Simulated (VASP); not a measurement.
# P (P4/mmm) in VASP: a series of runs

P is run at these levels: PBE; tasks: single point, relaxation of cell and atoms.

Program: VASP 6.6.1. These are calculated values, not measurements. Logs are shortened: lines on timing, memory, paths and dates and some standing lists are left out, and cuts for length are marked.

## 1. The cell of the first run

The structure is tetragonal, space group P4/mmm (No. 123). The conventional cell has a = 4.404 Å, b = 4.404 Å, c = 2.057 Å, α = 90.00°, β = 90.00°, γ = 90.00°. Within 2.7 Å of P (site symmetry 4/mmm) lie 6 P at 2.06 to 2.20 Å. Within 2.7 Å of P (site symmetry mmm) lie 4 P at 2.06 to 2.20 Å.

## 2. Single point, PBE

INCAR reads:

```
  PREC = Accurate
  ENCUT = 520
  EDIFF = 1E-7
  ISMEAR = 0
  SIGMA = 0.1
  LREAL = False
  LASPH = True
  NELM = 100
  ALGO = Normal
  ISIF = 2
  LWAVE = False
  LCHARG = False
  GGA = PE
  NBANDS = 14
```

KPOINTS reads:

```
regular mesh
0
Gamma
  4 4 8
```

POSCAR reads:

```
P
1.0
    4.4039669200      0.0000000000      0.0000000000
    0.0000000000      4.4039669200      0.0000000000
    0.0000000000      0.0000000000      2.0573553900
P
3
Direct
    0.0000000000      0.0000000000      0.0000000000
    0.0000000000      0.5000000000      0.0000000000
    0.5000000000      0.0000000000      0.0000000000
```

Potentials or basis: VASP PAW PBE potentials, release 64 (P).

On the command line:

```
$ cat potpaw_PBE.64/P/POTCAR > POTCAR
$ mpirun -np 1 vasp_std > vasp.out
```

OUTCAR:

```text
PREC = Accurate
   ENCUT = 520
   EDIFF = 1E-7
   ISMEAR = 0
   LREAL = False
   LASPH = True
   NELM = 100
   ISIF = 2
   GGA = PE

 ion  position               nearest neighbor table
   1  0.000  0.000  0.000-   2 2.20   3 2.20   2 2.20   3 2.20
   2  0.000  0.500  0.000-   1 2.20   1 2.20
   3  0.500  0.000  0.000-   1 2.20   1 2.20

  LATTYP: Found a simple tetragonal cell.
 ALAT       =     4.4039669200
 C/A-ratio  =     0.4671595921

  Lattice vectors:

 A1 = (   4.4039669200,   0.0000000000,   0.0000000000)
 A2 = (   0.0000000000,   4.4039669200,   0.0000000000)
 A3 = (   0.0000000000,   0.0000000000,   2.0573553900)

Analysis of symmetry for initial positions (statically):
=====================================================================
 Subroutine PRICEL returns:
 Original cell was already a primitive cell.

 Routine SETGRP: Setting up the symmetry group for a
 simple tetragonal supercell.

 Subroutine GETGRP returns: Found 16 space group operations
 (whereof 16 operations were pure point group operations)
 out of a pool of 16 trial point group operations.

The static configuration has the point symmetry D_4h.

Analysis of symmetry for dynamics (positions and initial velocities):
=====================================================================
 Subroutine PRICEL returns:
 Original cell was already a primitive cell.

 Routine SETGRP: Setting up the symmetry group for a
 simple tetragonal supercell.

 Subroutine GETGRP returns: Found 16 space group operations
 (whereof 16 operations were pure point group operations)
 out of a pool of 16 trial point group operations.

The dynamic configuration has the point symmetry D_4h.

 Subroutine INISYM returns: Found 16 space group operations
 (whereof 16 operations are pure point group operations),
 and found     1 'primitive' translations

----------------------------------------------------------------------------------------

                                     Primitive cell

  volume of cell :      39.9023

  direct lattice vectors                    reciprocal lattice vectors
     4.403966920  0.000000000  0.000000000     0.227068009  0.000000000  0.000000000
     0.000000000  4.403966920  0.000000000     0.000000000  0.227068009  0.000000000
     0.000000000  0.000000000  2.057355390     0.000000000  0.000000000  0.486060894

  length of vectors
     4.403966920  4.403966920  2.057355390     0.227068009  0.227068009  0.486060894

  position of ions in fractional coordinates (direct lattice)
     0.000000000  0.000000000  0.000000000
     0.000000000  0.500000000  0.000000000
     0.500000000  0.000000000  0.000000000

  ion indices of the primitive-cell ions
   primitive index   ion index
                 1           1
                 2           2
                 3           3

----------------------------------------------------------------------------------------

 KPOINTS: regular mesh

Automatic generation of k-mesh.
 Grid dimensions read from file:
 generate k-points for:    4    4    8

 Generating k-lattice:

  Cartesian coordinates                     Fractional coordinates (reciprocal lattice)
     0.056767002  0.000000000  0.000000000     0.250000000  0.000000000  0.000000000
     0.000000000  0.056767002  0.000000000     0.000000000  0.250000000  0.000000000
     0.000000000  0.000000000  0.060757612     0.000000000  0.000000000  0.125000000

  Length of vectors
     0.056767002  0.056767002  0.060757612

  Shift w.r.t. Gamma in fractional coordinates (k-lattice)
     0.000000000  0.000000000  0.000000000

 Subroutine IBZKPT returns following result:
 ===========================================

 Found     30 irreducible k-points:

 Following reciprocal coordinates:
            Coordinates               Weight
  0.000000  0.000000  0.000000      1.000000
  0.250000  0.000000  0.000000      4.000000
  0.500000  0.000000  0.000000      2.000000
  0.250000  0.250000  0.000000      4.000000
  0.500000  0.250000  0.000000      4.000000
  0.500000  0.500000  0.000000      1.000000
[... 16 lines left out ...]
  0.500000  0.250000  0.375000      8.000000
  0.500000  0.500000  0.375000      2.000000
 [... further k-points ...]
   k-points           NKPTS =     30   k-points in BZ     NKDIM =     30   number of bands    NBANDS=     14
   number of dos      NEDOS =    301   number of ions     NIONS =      3
   total plane-waves  NPLWV =  20736
   dimension x,y,z NGX =    36 NGY =   36 NGZ =   16
   dimension x,y,z NGXF=    72 NGYF=   72 NGZF=   32
   ions per type =               3
   NGX,Y,Z   is equivalent  to a cutoff of  13.59, 13.59, 12.93 a.u.
   NGXF,Y,Z  is equivalent  to a cutoff of  27.18, 27.18, 25.86 a.u.
 SYSTEM =  unknown system
   PREC   = accura    normal or accurate (medium, high low for compatibility)
   ISTART =      0    job   : 0-new  1-cont  2-samecut
   ICHARG =      2    charge: 1-file 2-atom 10-const
   ISPIN  =      1    spin polarized calculation?
   LNONCOLLINEAR =      F non collinear calculations
   LSORBIT =      F    spin-orbit coupling
   LASPH  =      T    aspherical Exc in radial PAW
   ENCUT  =  520.0 eV  38.22 Ry    6.18 a.u.   8.19  8.19  3.83*2*pi/ulx,y,z
   NELM   =    100;   NELMIN=  2; NELMDL= -5     # of ELM steps
   EDIFF  = 0.1E-06   stopping-criterion for ELM
   LREAL  =      F    real-space projection
   EDIFFG = 0.1E-05   stopping-criterion for IOM
   NSW    =      0    number of steps for IOM
   IBRION =     -1    ionic relax: 0-MD 1-quasi-New 2-CG
   NFREE  =      0    steps in history (QN), initial steepest desc. (CG)
   ISIF   =      2    stress and relaxation
   ISYM   =      2    0-nonsym 1-usesym 2-fastsym
   POTIM  = 0.5000    time-step for ionic-motion
   TEBEG  =    0.0;   TEEND  =   0.0 temperature during run
   PSTRESS=    0.0 pullay stress
   NELECT =      15.0000    total number of electrons
   NUPDOWN=      -1.0000    fix difference up-down
   EMIN   =  10.00;   EMAX   =-10.00  energy-range for DOS
   EFERMI =   0.00;   METHOD = LEGACY
   ISMEAR =     0;   SIGMA  =   0.10  broadening in eV -4-tet -1-fermi 0-gaus
   EFERMI_NEDOS =   21; number of points for ismear=-14 and -15
   IALGO  =     38    algorithm
   IMIX   =      4    mixing-type and parameters
     AMIX     =   0.40;   BMIX     =  1.00
     AMIX_MAG =   1.60;   BMIX_MAG =  1.00
  volume/ion in A,a.u.               =      13.30        89.76
  Fermi-wavevector in a.u.,A,eV,Ry     =   1.181516  2.232741 18.993448  1.395979
  Thomas-Fermi vector in A             =   2.317788
   LORBIT       =      0    0 simple, 1 ext, 2 COOP (PROOUT), +10 PAW based schemes
   GGA     = PE    functional components
   LHFCALC =     F    Hartree Fock is set to
   AEXX    =    0.0000 exact exchange contribution
   IVDW    =     0    specifies the selected vdW correction
   LEPSILON=     F    determine dielectric tensor
   LRPA    =     F    only Hartree local field effects (RPA)
 non-spin polarized calculation
 Gauss-broadening in eV      SIGMA  =   0.10
  energy-cutoff  :      520.00
  volume of cell :       39.90
 maximum number of plane-waves:      1100
 NGX is ok and might be reduce to    36
   NGX = 17   NGY = 17   NGZ =  7

 number of electron      15.0000004 magnetization

 Free energy of the ion-electron system (eV)
  ---------------------------------------------------
  ext. energy  EPLUGINS =         0.00000000
  ---------------------------------------------------
  free energy    TOTEN  =       -13.35160359 eV

  energy without entropy =      -13.34480271  energy(sigma->0) =      -13.34820315

 E-fermi :  10.5579     XC(G=0): -11.3621

 val. band max:       10.5494552069   @ k =   0.5000   0.5000   0.1250
 cond. band min:      10.5791460684   @ k =   0.0000   0.0000   0.5000
 fundamental gap:      0.0296908614
 Fermi energy:        10.5578504042

 k-point     1 :       0.0000    0.0000    0.0000
  band No.  band energies     occupation
      1      -8.2713      2.00000
      2      -3.0500      2.00000
      3       0.3223      2.00000
      4       0.3989      2.00000
      5       0.3989      2.00000
      6       7.8178      2.00000
      7       7.8178      2.00000
      8      11.7135      0.00000
      9      13.3186      0.00000
     10      18.5858      0.00000
     11      18.8289      0.00000
     12      19.2105      0.00000
     13      19.2105      0.00000
     14      22.6568      0.00000

 k-point     2 :       0.2500    0.0000    0.0000
  band No.  band energies     occupation
      1      -7.9483      2.00000
      2      -4.0564      2.00000
      3      -1.0340      2.00000
      4       0.5599      2.00000
      5       3.6453      2.00000
      6       6.5802      2.00000
      7       7.1742      2.00000
      8      13.4909      0.00000
      9      13.9957      0.00000
     10      15.0635      0.00000
     11      18.8118      0.00000
     12      19.2201      0.00000
     13      22.7771      0.00000
     14      22.8988      0.00000

 k-point     3 :       0.5000    0.0000    0.0000
  band No.  band energies     occupation
      1      -7.4605      2.00000
      2      -5.1258      2.00000
      3      -1.1703      2.00000
      4       0.7461      2.00000
      5       5.7279      2.00000
      6       5.9547      2.00000
      7       8.3915      2.00000
      8       8.7461      2.00000
      9      17.4521      0.00000
     10      18.0469      0.00000
     11      18.4909      0.00000
     12      18.8194      0.00000
     13      19.6834      0.00000
     14      20.5726      0.00000
[... 324 lines left out ...]
 k-point    23 :       0.5000    0.2500    0.3750
  band No.  band energies     occupation
      1      -2.4564      2.00000
      2      -0.5061      2.00000
      3       1.1160      2.00000
      4       5.2411      2.00000
      5       6.7819      2.00000
      6       6.8768      2.00000
      7       8.3979      2.00000
      8       9.7808      2.00000
      9      12.7901      0.00000
     10      13.7582      0.00000
     11      13.9989      0.00000
     12      16.8894      0.00000
     13      17.1994      0.00000
     14      18.7648      0.00000

 k-point    24 :       0.5000    0.5000    0.3750
  band No.  band energies     occupation
      1      -1.6762      2.00000
      2      -0.4354      2.00000
      3      -0.4354      2.00000
      4       5.8368      2.00000
      5       6.9067      2.00000
      6       6.9067      2.00000
      7       7.5594      2.00000
      8      10.9319      0.00000
      9      13.8652      0.00000
     10      13.8652      0.00000
     11      14.1505      0.00000
     12      15.9337      0.00000
     13      16.5555      0.00000
     14      20.4022      0.00000

 [... further k-points ...]

------------------------ aborting loop because EDIFF is reached ----------------------------------------

  FORCE on cell =-STRESS in cart. coord.  units (eV):
  Direction    XX          YY          ZZ          XY          YZ          ZX
  --------------------------------------------------------------------------------------
  -------------------------------------------------------------------------------------
  Total        8.9491733      8.9491733     19.0917692      0.0000000      0.0000000      0.0000000
  in kB      359.3321585    359.3321585    766.5832813      0.0000000      0.0000000      0.0000000
  external PRESSURE =     495.0825328 kB  Pullay stress =       0.0000000 kB

 VOLUME and BASIS-vectors are now :
 -----------------------------------------------------------------------------
  energy-cutoff  :      520.00
  volume of cell :       39.90
      direct lattice vectors                 reciprocal lattice vectors
     4.403966920  0.000000000  0.000000000     0.227068009  0.000000000  0.000000000
     0.000000000  4.403966920  0.000000000     0.000000000  0.227068009  0.000000000
     0.000000000  0.000000000  2.057355390     0.000000000  0.000000000  0.486060894

 POSITION                                       TOTAL-FORCE (eV/Angst)
 -----------------------------------------------------------------------------------
      0.00000      0.00000      0.00000         0.000000      0.000000      0.000000
      0.00000      2.20198      0.00000         0.000000      0.000000      0.000000
      2.20198      0.00000      0.00000         0.000000      0.000000      0.000000
 -----------------------------------------------------------------------------------
    total drift:                               -0.000000     -0.000000      0.000000

  FREE ENERGIE OF THE ION-ELECTRON SYSTEM (eV)
  ---------------------------------------------------
  free  energy   TOTEN  =       -13.3516035852 eV

  energy  without entropy=      -13.3448027065  energy(sigma->0) =      -13.34820315
```

Wall time 16 s (1 thread of Intel Xeon Platinum 8488C (Sapphire Rapids), shared host); peak memory 0.15 GiB.

Results:

```yaml
Free_energy: -13.3516 eV
Pressure: 49.5 GPa
```

Caveat: the k points lie up to 0.38 Å⁻¹ apart.

## 3. Single point, PBE

This run uses another cell than the first one, of 17.72 Å³/atom, 1.332 times its volume.

INCAR reads:

```
SYSTEM = P
PREC = Accurate ; ENCUT = 520
EDIFF = 1E-6 ; ISMEAR = 0
SIGMA = 0.1 ; LREAL = .False.
LASPH = .True. ; NELM = 80
ALGO = Normal ; ISIF = 2
LWAVE = .False. ; LCHARG = .False.
GGA = PE ; NBANDS = 14
```

KPOINTS reads:

```
Automatic mesh
0
Gamma
  4 4 8
  0 0 0
```

POSCAR reads:

```
P
1.0
    4.8284154440      0.0000000000      0.0000000000
    0.0000000000      4.8284154440      0.0000000000
    0.0000000000      0.0000000000      2.2805530724
P
3
Direct
    0.0000000000      0.0000000000      0.0000000000
    0.0000000000      0.5000000000      0.0000000000
    0.5000000000      0.0000000000      0.0000000000
```

Potentials or basis: VASP PAW PBE potentials, release 64 (P).

On the command line:

```
$ cat potpaw_PBE.64/P/POTCAR > POTCAR
$ mpirun -np 1 vasp_std > vasp.out
```

OUTCAR:

```text
SYSTEM = P
   PREC = Accurate
   ENCUT = 520
   EDIFF = 1E-6
   ISMEAR = 0
   LREAL = .False.
   LASPH = .True.
   NELM = 80
   ISIF = 2
   GGA = PE

 ion  position               nearest neighbor table
   1  0.000  0.000  0.000-   2 2.41   3 2.41   2 2.41   3 2.41
   2  0.000  0.500  0.000-   1 2.41   1 2.41
   3  0.500  0.000  0.000-   1 2.41   1 2.41

  LATTYP: Found a simple tetragonal cell.
 ALAT       =     4.8284154440
 C/A-ratio  =     0.4723191488

  Lattice vectors:

 A1 = (   4.8284154440,   0.0000000000,   0.0000000000)
 A2 = (   0.0000000000,   4.8284154440,   0.0000000000)
 A3 = (   0.0000000000,   0.0000000000,   2.2805530724)

Analysis of symmetry for initial positions (statically):
=====================================================================
 Subroutine PRICEL returns:
 Original cell was already a primitive cell.

 Routine SETGRP: Setting up the symmetry group for a
 simple tetragonal supercell.

 Subroutine GETGRP returns: Found 16 space group operations
 (whereof 16 operations were pure point group operations)
 out of a pool of 16 trial point group operations.

[... 181 lines left out ...]
      8       9.4758      0.00000
      9      10.3559      0.00000
     10      13.2295      0.00000
     11      13.2295      0.00000
     12      14.8959      0.00000
     13      15.0051      0.00000
     14      15.3371      0.00000
[... 377 lines left out ...]
      1      -3.8017      2.00000
      2      -2.8810      2.00000
      3      -2.8810      2.00000
      4       2.7383      2.00000
      5       3.4623      2.00000
      6       3.4623      2.00000
      7       4.9411      2.00000
      8       7.1541      0.00000
      9       8.8455      0.00000
     10       8.8455      0.00000
     11       9.3945      0.00000
     12      10.4488      0.00000
     13      12.9226      0.00000
     14      15.8259      0.00000

 [... further k-points ...]

------------------------ aborting loop because EDIFF is reached ----------------------------------------

  FORCE on cell =-STRESS in cart. coord.  units (eV):
  Direction    XX          YY          ZZ          XY          YZ          ZX
  --------------------------------------------------------------------------------------
  -------------------------------------------------------------------------------------
  Total       -0.0447322     -0.0447322     -0.1058006      0.0000000     -0.0000000      0.0000000
  in kB       -1.3479737     -1.3479737     -3.1882257      0.0000000     -0.0000000      0.0000000
  external PRESSURE =      -1.9613910 kB  Pullay stress =       0.0000000 kB

 VOLUME and BASIS-vectors are now :
 -----------------------------------------------------------------------------
  energy-cutoff  :      520.00
  volume of cell :       53.17
      direct lattice vectors                 reciprocal lattice vectors
     4.828415444  0.000000000  0.000000000     0.207107282  0.000000000  0.000000000
     0.000000000  4.828415444  0.000000000     0.000000000  0.207107282  0.000000000
     0.000000000  0.000000000  2.280553072     0.000000000  0.000000000  0.438490124

 POSITION                                       TOTAL-FORCE (eV/Angst)
 -----------------------------------------------------------------------------------
      0.00000      0.00000      0.00000         0.000000      0.000000      0.000000
      0.00000      2.41421      0.00000         0.000000      0.000000      0.000000
      2.41421      0.00000      0.00000         0.000000      0.000000      0.000000
 -----------------------------------------------------------------------------------
    total drift:                               -0.000000     -0.000000     -0.000000

  FREE ENERGIE OF THE ION-ELECTRON SYSTEM (eV)
  ---------------------------------------------------
  free  energy   TOTEN  =       -14.9184185152 eV

  energy  without entropy=      -14.9115402327  energy(sigma->0) =      -14.91497937
```

Run time: 20 s. Hardware: 1 thread of Intel Xeon Platinum 8488C (Sapphire Rapids), shared host; peak memory 0.16 GiB.

What came out:

- Free energy: -14.9184 eV
- Pressure: -0.2 GPa

[end of part 1 of 2]
